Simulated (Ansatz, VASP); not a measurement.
**Al2O3 in VASP and in Ansatz**

```
Al O
1.0
     2.26234    1.30617    4.93900
    -2.26234    1.30617    4.93900
     0.00000   -2.61233    4.93900
Al O
4 6
Cartesian
  0.0000 0.0000 12.7389
  0.0000 0.0000 9.4866
  0.0000 0.0000 2.0781
  0.0000 0.0000 5.3304
  -0.8771 -1.3062 6.1737
  1.5697 -0.1065 6.1737
  -0.6926 1.4127 6.1737
  0.8771 1.3062 8.6432
  -1.5697 0.1065 8.6432
  0.6926 -1.4127 8.6432
```

Alike in both runs: task single point; functional PBE; k mesh 6 × 6 × 6; occupations gaussian, width 0.05 eV; no spin polarisation.

|  | VASP | Ansatz |
| --- | --- | --- |
| version | VASP 6.6.1 | Ansatz 0.2.0 |
| potentials or method | VASP PAW PBE potentials, release 64 (Al, O), cutoff 520 eV | scalar-relativistic, plane waves, PAW |
| valence electrons in the cell | 48 | 48 |

Ansatz gave:

| Item | Value |
| --- | --- |
| gap on the k mesh at the Fermi level (eV) | 4.36 |
| least direct gap on the mesh (eV) | 4.36 |
| pressure (GPa) | 10.5 |
| traceless stress, the component that is largest in VASP (GPa) | -50.23 |
| rms of the force components (eV/Å) | 0.565 |

Q: What did VASP give for the same quantities?

A: gap on the k mesh at the Fermi level (eV): 4.35; least direct gap on the mesh (eV): 4.35; pressure (GPa): 10.4; traceless stress, the component that is largest in VASP (GPa): -50.46; rms of the force components (eV/Å): 0.574.

Atom by atom the forces differ by 0.012 eV/Å (rms over components). With one functional, cell and mesh, what is left measures potentials, basis and numerics.
